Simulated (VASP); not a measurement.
# PbSe (I4/mmm) in VASP: notebook

Runs on PbSe. Level: PBEsol. Tasks: electric field gradients.

All numbers are computed with VASP 6.6.1; they aren't measurements. Logs are shortened: lines on timing, memory, paths and dates and some standing lists are left out, and cuts for length are marked.

## 1. The cell of the first run

The structure is tetragonal, space group I4/mmm (No. 139). The conventional cell has a = 4.374 Å, b = 4.374 Å, c = 6.124 Å, α = 90.00°, β = 90.00°, γ = 90.00°. Within 4.0 Å of Pb (site symmetry 4/mmm) lie 6 Se at 3.06 to 3.09 Å. Within 4.0 Å of Se (site symmetry 4/mmm) lie 6 Pb at 3.06 to 3.09 Å.

## 2. Electric field gradients, PBEsol (equal xx and yy strain of +1 %)

INCAR reads:

```
PREC = Accurate ; ENCUT = 520
EDIFF = 1E-8 ; ISMEAR = -1
SIGMA = 0.02 ; LREAL = False
LASPH = True ; NELM = 80
ALGO = Normal ; ISIF = 2
LWAVE = False ; LCHARG = False
GGA = PS ; LEFG = True
NBANDS = 17
```

KPOINTS reads:

```
regular mesh
0
Gamma
  7 7 7
```

POSCAR reads:

```
PbSe
1.0
    0.0000000000      3.0927715000      3.0621500000
    3.0927715000      0.0000000000      3.0621500000
    3.0927715000      3.0927715000      0.0000000000
Pb Se
1 1
Direct
    0.0000000000      0.0000000000      0.0000000000
    0.5000000000      0.5000000000      0.5000000000
```

Potentials or basis: VASP PAW PBE potentials, release 64 (Pb_d, Se).

On the command line:

```bash
$ cat potpaw_PBE.64/Pb_d/POTCAR potpaw_PBE.64/Se/POTCAR > POTCAR
$ mpirun -np 1 vasp_std > vasp.out
```

OUTCAR:

```text
PREC = Accurate
   ENCUT = 520
   EDIFF = 1E-8
   ISMEAR = -1
   LREAL = False
   LASPH = True
   NELM = 80
   ISIF = 2
   GGA = PS

 ion  position               nearest neighbor table
   1  0.000  0.000  0.000-   2 3.06   2 3.06   2 3.09   2 3.09   2 3.09   2 3.09
   2  0.500  0.500  0.500-   1 3.06   1 3.06   1 3.09   1 3.09   1 3.09   1 3.09

  LATTYP: Found a body centered tetragonal cell.
 ALAT       =     4.3738394006
 C/A-ratio  =     1.4002114479

  Lattice vectors:

 A1 = (   0.0000000000,  -3.0927715000,  -3.0621500000)
 A2 = (   0.0000000000,   3.0927715000,  -3.0621500000)
 A3 = (   3.0927715000,   0.0000000000,   3.0621500000)

Analysis of symmetry for initial positions (statically):
=====================================================================
 Subroutine PRICEL returns:
 Original cell was already a primitive cell.

 Routine SETGRP: Setting up the symmetry group for a
 body centered tetragonal supercell.

 Subroutine GETGRP returns: Found 16 space group operations
 (whereof 16 operations were pure point group operations)
 out of a pool of 16 trial point group operations.

The static configuration has the point symmetry D_4h.

Analysis of symmetry for dynamics (positions and initial velocities):
=====================================================================
 Subroutine PRICEL returns:
 Original cell was already a primitive cell.

 Routine SETGRP: Setting up the symmetry group for a
 body centered tetragonal supercell.

 Subroutine GETGRP returns: Found 16 space group operations
 (whereof 16 operations were pure point group operations)
 out of a pool of 16 trial point group operations.

The dynamic configuration has the point symmetry D_4h.

 Subroutine INISYM returns: Found 16 space group operations
 (whereof 16 operations are pure point group operations),
 and found     1 'primitive' translations

----------------------------------------------------------------------------------------

                                     Primitive cell

  volume of cell :      58.5804

  direct lattice vectors                    reciprocal lattice vectors
     0.000000000  3.092771500  3.062150000    -0.161667294  0.161667294  0.163283967
     3.092771500  0.000000000  3.062150000     0.161667294 -0.161667294  0.163283967
     3.092771500  3.092771500  0.000000000     0.161667294  0.161667294 -0.163283967

  length of vectors
     4.352240592  4.352240592  4.373839401     0.280952455  0.280952455  0.280952455

  position of ions in fractional coordinates (direct lattice)
     0.000000000  0.000000000  0.000000000
     0.500000000  0.500000000  0.500000000

  ion indices of the primitive-cell ions
   primitive index   ion index
                 1           1
                 2           2

----------------------------------------------------------------------------------------

 KPOINTS: regular mesh

Automatic generation of k-mesh.
 Grid dimensions read from file:
 generate k-points for:    7    7    7

 Generating k-lattice:

  Cartesian coordinates                     Fractional coordinates (reciprocal lattice)
    -0.023095328  0.023095328  0.023326281     0.142857143  0.000000000  0.000000000
     0.023095328 -0.023095328  0.023326281     0.000000000  0.142857143  0.000000000
     0.023095328  0.023095328 -0.023326281    -0.000000000 -0.000000000  0.142857143

  Length of vectors
     0.040136065  0.040136065  0.040136065

  Shift w.r.t. Gamma in fractional coordinates (k-lattice)
     0.000000000  0.000000000  0.000000000

 Subroutine IBZKPT returns following result:
 ===========================================

 Found     40 irreducible k-points:

 Following reciprocal coordinates:
            Coordinates               Weight
  0.000000  0.000000  0.000000      1.000000
  0.142857  0.000000  0.000000      8.000000
  0.285714  0.000000  0.000000      8.000000
  0.428571  0.000000  0.000000      8.000000
  0.142857  0.142857  0.000000      2.000000
  0.285714  0.142857  0.000000      8.000000
[... 16 lines left out ...]
  0.428571  0.285714  0.142857      8.000000
 -0.428571  0.285714  0.142857     16.000000
 [... further k-points ...]
   k-points           NKPTS =     40   k-points in BZ     NKDIM =     40   number of bands    NBANDS=     17
   number of dos      NEDOS =    301   number of ions     NIONS =      2
   total plane-waves  NPLWV =  36864
   dimension x,y,z NGX =    32 NGY =   32 NGZ =   36
   dimension x,y,z NGXF=    64 NGYF=   64 NGZF=   72
   ions per type =               1   1
   NGX,Y,Z   is equivalent  to a cutoff of  12.22, 12.22, 13.68 a.u.
   NGXF,Y,Z  is equivalent  to a cutoff of  24.45, 24.45, 27.37 a.u.
 SYSTEM =  unknown system
   PREC   = accura    normal or accurate (medium, high low for compatibility)
   ISTART =      0    job   : 0-new  1-cont  2-samecut
   ICHARG =      2    charge: 1-file 2-atom 10-const
   ISPIN  =      1    spin polarized calculation?
   LNONCOLLINEAR =      F non collinear calculations
   LSORBIT =      F    spin-orbit coupling
   LASPH  =      T    aspherical Exc in radial PAW
   ENCUT  =  520.0 eV  38.22 Ry    6.18 a.u.   8.09  8.09  8.13*2*pi/ulx,y,z
   NELM   =     80;   NELMIN=  2; NELMDL= -5     # of ELM steps
   EDIFF  = 0.1E-07   stopping-criterion for ELM
   LREAL  =      F    real-space projection
   EDIFFG = 0.1E-06   stopping-criterion for IOM
   NSW    =      0    number of steps for IOM
   IBRION =     -1    ionic relax: 0-MD 1-quasi-New 2-CG
   NFREE  =      0    steps in history (QN), initial steepest desc. (CG)
   ISIF   =      2    stress and relaxation
   ISYM   =      2    0-nonsym 1-usesym 2-fastsym
   POTIM  = 0.5000    time-step for ionic-motion
   TEBEG  =    0.0;   TEEND  =   0.0 temperature during run
   PSTRESS=    0.0 pullay stress
   NELECT =      20.0000    total number of electrons
   NUPDOWN=      -1.0000    fix difference up-down
   EMIN   =  10.00;   EMAX   =-10.00  energy-range for DOS
   EFERMI =   0.00;   METHOD = LEGACY
   ISMEAR =    -1;   SIGMA  =   0.02  broadening in eV -4-tet -1-fermi 0-gaus
   EFERMI_NEDOS =   21; number of points for ismear=-14 and -15
   IALGO  =     38    algorithm
   IMIX   =      4    mixing-type and parameters
     AMIX     =   0.40;   BMIX     =  1.00
     AMIX_MAG =   1.60;   BMIX_MAG =  1.00
  volume/ion in A,a.u.               =      29.29       197.66
  Fermi-wavevector in a.u.,A,eV,Ry     =   1.144197  2.162219 17.812566  1.309187
  Thomas-Fermi vector in A             =   2.280890
   LORBIT       =      0    0 simple, 1 ext, 2 COOP (PROOUT), +10 PAW based schemes
   GGA     = PS    functional components
   LHFCALC =     F    Hartree Fock is set to
   AEXX    =    0.0000 exact exchange contribution
   IVDW    =     0    specifies the selected vdW correction
   LEPSILON=     F    determine dielectric tensor
   LRPA    =     F    only Hartree local field effects (RPA)
 non-spin polarized calculation
  energy-cutoff  :      520.00
  volume of cell :       58.58
 maximum number of plane-waves:      1592
   NGX = 17   NGY = 17   NGZ = 17

 number of electron      19.9999998 magnetization

 Free energy of the ion-electron system (eV)
  ---------------------------------------------------
  ext. energy  EPLUGINS =         0.00000000
  ---------------------------------------------------
  free energy    TOTEN  =        -8.90988302 eV

  energy without entropy =       -8.90988302  energy(sigma->0) =       -8.90988302

 E-fermi :   4.7857     XC(G=0):  -9.6223

 val. band max:        4.3849001460   @ k =   0.4286   0.0000   0.0000
 cond. band min:       5.2214785354   @ k =   0.4286   0.0000   0.0000
 fundamental gap:      0.8365783894
 Fermi energy:         4.7856893671

 k-point     1 :       0.0000    0.0000    0.0000
  band No.  band energies     occupation
      1     -12.0653      2.00000
      2     -12.0636      2.00000
      3     -12.0625      2.00000
      4     -12.0625      2.00000
      5     -12.0583      2.00000
      6      -8.7810      2.00000
[... 9 lines left out ...]
     16      11.1818      0.00000
     17      12.7164      0.00000

 k-point     2 :       0.1429    0.0000    0.0000
  band No.  band energies     occupation
      1     -12.0675      2.00000
      2     -12.0648      2.00000
      3     -12.0625      2.00000
      4     -12.0567      2.00000
      5     -12.0567      2.00000
      6      -8.6322      2.00000
[... 9 lines left out ...]
     16      11.5865      0.00000
     17      13.9864      0.00000

 k-point     3 :       0.2857    0.0000    0.0000
  band No.  band energies     occupation
      1     -12.0767      2.00000
      2     -12.0736      2.00000
      3     -12.0615      2.00000
      4     -12.0447      2.00000
      5     -12.0432      2.00000
      6      -8.2394      2.00000
[... 9 lines left out ...]
     16      12.6686      0.00000
     17      16.0562      0.00000

 k-point     4 :       0.4286    0.0000    0.0000
  band No.  band energies     occupation
      1     -12.0841      2.00000
      2     -12.0813      2.00000
      3     -12.0607      2.00000
      4     -12.0345      2.00000
      5     -12.0323      2.00000
      6      -7.8275      2.00000
[... 9 lines left out ...]
     16      14.2718      0.00000
     17      15.2594      0.00000

 k-point     5 :       0.1429    0.1429    0.0000
  band No.  band energies     occupation
      1     -12.0703      2.00000
      2     -12.0685      2.00000
      3     -12.0601      2.00000
      4     -12.0548      2.00000
      5     -12.0548      2.00000
      6      -8.5768      2.00000
[... 9 lines left out ...]
     16      12.3707      0.00000
     17      13.2109      0.00000

 k-point     6 :       0.2857    0.1429    0.0000
  band No.  band energies     occupation
      1     -12.0858      2.00000
      2     -12.0682      2.00000
      3     -12.0644      2.00000
      4     -12.0467      2.00000
      5     -12.0415      2.00000
      6      -8.2554      2.00000
[... 9 lines left out ...]
     16      13.4588      0.00000
     17      14.8097      0.00000
[... 281 lines left out ...]
 k-point    21 :      -0.2857    0.0000    0.1429
  band No.  band energies     occupation
      1     -12.0848      2.00000
      2     -12.0760      2.00000
      3     -12.0591      2.00000
      4     -12.0438      2.00000
      5     -12.0381      2.00000
      6      -7.9770      2.00000
[... 9 lines left out ...]
     16      14.7104      0.00000
     17      15.1771      0.00000

 k-point    22 :      -0.1429   -0.0000    0.1429
  band No.  band energies     occupation
      1     -12.0726      2.00000
      2     -12.0685      2.00000
      3     -12.0631      2.00000
      4     -12.0551      2.00000
      5     -12.0456      2.00000
      6      -8.3967      2.00000
[... 9 lines left out ...]
     16      12.9353      0.00000
     17      13.8042      0.00000

 k-point    23 :       0.4286    0.2857    0.1429
  band No.  band energies     occupation
      1     -12.1055      2.00000
      2     -12.0675      2.00000
      3     -12.0652      2.00000
      4     -12.0374      2.00000
      5     -12.0362      2.00000
      6      -7.9077      2.00000
[... 9 lines left out ...]
     16      14.3592      0.00000
     17      15.2799      0.00000

 k-point    24 :      -0.4286    0.2857    0.1429
  band No.  band energies     occupation
      1     -12.1182      2.00000
      2     -12.0697      2.00000
      3     -12.0584      2.00000
      4     -12.0412      2.00000
      5     -12.0284      2.00000
      6      -7.5783      2.00000
[... 9 lines left out ...]
     16      15.0396      0.00000
     17      15.9528      0.00000

 [... further k-points ...]
[... 5 lines left out ...]
  --------------------------------------------------------------------------------------
  -------------------------------------------------------------------------------------
  Total       -0.7104325     -0.7104325     -0.3061933      0.0000000      0.0000000     -0.0000000
  in kB      -19.4303794    -19.4303794     -8.3744083      0.0000000      0.0000000     -0.0000000
  external PRESSURE =     -15.7450557 kB  Pullay stress =       0.0000000 kB

 VOLUME and BASIS-vectors are now :
 -----------------------------------------------------------------------------
  energy-cutoff  :      520.00
  volume of cell :       58.58
      direct lattice vectors                 reciprocal lattice vectors
     0.000000000  3.092771500  3.062150000    -0.161667294  0.161667294  0.163283967
     3.092771500  0.000000000  3.062150000     0.161667294 -0.161667294  0.163283967
     3.092771500  3.092771500  0.000000000     0.161667294  0.161667294 -0.163283967

 POSITION                                       TOTAL-FORCE (eV/Angst)
 -----------------------------------------------------------------------------------
      0.00000      0.00000      0.00000         0.000000     -0.000000      0.000000
      3.09277      3.09277      3.06215        -0.000000      0.000000      0.000000
 -----------------------------------------------------------------------------------
    total drift:                                0.000000     -0.000000     -0.000000

  FREE ENERGIE OF THE ION-ELECTRON SYSTEM (eV)
  ---------------------------------------------------
  free  energy   TOTEN  =        -8.9098830162 eV

  energy  without entropy=       -8.9098830162  energy(sigma->0) =       -8.90988302

 Electric field gradients (V/A^2)
---------------------------------------------------------------------
 ion       V_xx      V_yy      V_zz      V_xy      V_xz      V_yz
---------------------------------------------------------------------
   1      15.012    15.012   -30.024    -0.000     0.000     0.000
   2       1.175     1.175    -2.349     0.000     0.000     0.000
---------------------------------------------------------------------

 Electric field gradients after diagonalization (V/A^2)
 (convention: |V_zz| > |V_xx| > |V_yy|)
----------------------------------------------------------------------
 ion       V_xx      V_yy      V_zz     asymmetry (V_yy - V_xx)/ V_zz
----------------------------------------------------------------------
   1      15.012    15.012   -30.024       0.000
   2       1.175     1.175    -2.349       0.000
----------------------------------------------------------------------

           NMR quadrupolar parameters

 Cq : quadrupolar parameter    Cq=e*Q*V_zz/h
 eta: asymmetry parameters     (V_yy - V_xx)/ V_zz
 Q  : nuclear electric quadrupole moment in mb (millibarn)
----------------------------------------------------------------------
 ion       Cq(MHz)       eta       Q (mb)
----------------------------------------------------------------------
   1      -0.073       0.000       1.000
   2      -0.006       0.000       1.000
----------------------------------------------------------------------
```

Wall time 30 s (1 thread of AMD EPYC 7R13 (Zen 3), shared host); peak memory 0.17 GiB.

Results:

| Quantity | Value |
| --- | --- |
| Free energy | -8.9099 eV |
| Pressure | -1.6 GPa |
| Band gap on the k mesh | 0.84 eV, direct |

Levels at points of the mesh, in eV from the valence-band top:
| k point | band 6 | band 7 | band 8 | band 9 | band 10 | band 11 | band 12 | band 13 | band 14 | band 15 |
| --- | --- | --- | --- | --- | --- | --- | --- | --- | --- | --- |
| (0.00, 0.00, 0.00) | -13.17 | -6.10 | -1.57 | -1.48 | -1.48 | 4.82 | 4.82 | 5.05 | 6.74 | 6.74 |

Electric field gradients, principal values (V/Å²):
| atom | least | middle | greatest (by size) |
| --- | --- | --- | --- |
| 1 Pb | 15.012 | 15.012 | -30.024 |
| 2 Se | 1.175 | 1.175 | -2.349 |

Caveat: the cell differs from its parent crystal (equal xx and yy strain of +1 %); without QUAD_EFG the Cq values of the log hold for a quadrupole moment of 1 mb, not for the nuclei; the PAW data sets were made with another functional, which shifts forces and pressure a little; spin-orbit coupling is left out, which moves the levels of the heavy elements. A k mesh can miss the band edges.

[end of part 1 of 2]
